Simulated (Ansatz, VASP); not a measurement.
# One calculation of TlO2, two programs

INCAR

```
SYSTEM = TlO2
  ALGO = Normal
  EDIFF = 1E-7
  EDIFFG = -0.04
  ENCUT = 1340
  GGA = PE
  GGA_COMPAT = .FALSE.
  IBRION = 2
  ISIF = 3
  ISMEAR = 0
  LASPH = .TRUE.
  LCHARG = .FALSE.
  LREAL = .FALSE.
  LWAVE = .FALSE.
  NELM = 120
  NELMIN = 4
  NSW = 90
  PREC = Accurate
  SIGMA = 0.1
```

The input KPOINTS:

```
k-points
0
G
  4 4 4
  0 0 0
```

File POSCAR:

```
TlO2
1.0
    0.0000000000      3.8296305693      3.9261450980
    3.5448176910      0.0000000000      3.9261450980
    3.5448176910      3.8296305693      0.0000000000
Tl O
2 4
Direct
    0.2500000000      0.2500000000      0.7500000000
    0.7500000000      0.7500000000      0.2500000000
    0.3692137924      0.6307862076      0.3692137924
    0.6307862076      0.3692137924      0.6307862076
    0.8608805197      0.1391194803      0.8608805197
    0.1391194803      0.8608805197      0.1391194803
```

Input for Ansatz:

```yaml
crystal:
  lattice:
    - [0.0, 3.8296305693, 3.926145098]
    - [3.544817691, 0.0, 3.926145098]
    - [3.544817691, 3.8296305693, 0.0]
  atoms:
    - { symbol: Tl, position: [0.25, 0.25, 0.75] }
    - { symbol: Tl, position: [0.75, 0.75, 0.25] }
    - { symbol: O, position: [0.3692137924, 0.6307862076, 0.3692137924] }
    - { symbol: O, position: [0.6307862076, 0.3692137924, 0.6307862076] }
    - { symbol: O, position: [0.8608805197, 0.1391194803, 0.8608805197] }
    - { symbol: O, position: [0.1391194803, 0.8608805197, 0.1391194803] }
basis:
  ecutwfc: 420
kpoints:
  mp_grid: { grid: [4, 4, 4] }
hamiltonian:
  xc: pbe
scf:
  occupations: { method: gaussian, width: 0.1 }
  lower_state_search: "off"
output:
  forces: true
  stress: true
  eigenvalues: true
relax:
  adjacent_minimum: "off"
  f_tol: 0.04
  max_steps: 70
  cell: { stress_tol: 0.4 }
```

Alike in both runs: task relaxation of cell and atoms; functional PBE; k mesh 4 × 4 × 4; occupations gaussian, width 0.1 eV; no spin polarisation.

|  | VASP | Ansatz |
| --- | --- | --- |
| version | VASP 6.6.1 | Ansatz 0.2.0 |
| potentials or method | VASP PAW PBE potentials, release 64 (Tl_d, O_h), cutoff 1340 eV | scalar-relativistic, plane waves, PAW |
| valence electrons in the cell | 50 | 50 |

```tsv
	VASP	Ansatz	Ansatz less VASP
gap on the k mesh at the Fermi level, each at its own relaxed structure (eV)	none	none	-
relaxed volume (Å³/atom)	22.90	21.91	-0.995
relaxed length of the cell vector where the two differ most in proportion (Å)	5.584	5.463	-0.1209
```

A gap of «none» marks a metal or a gap that the smearing closes.

The k mesh is coarse, so the values compare programs but aren't converged. Spin-orbit coupling is off throughout. Noted on VASP's run: the volume moved by over 15 % at a fixed basis, so the end points are rough.
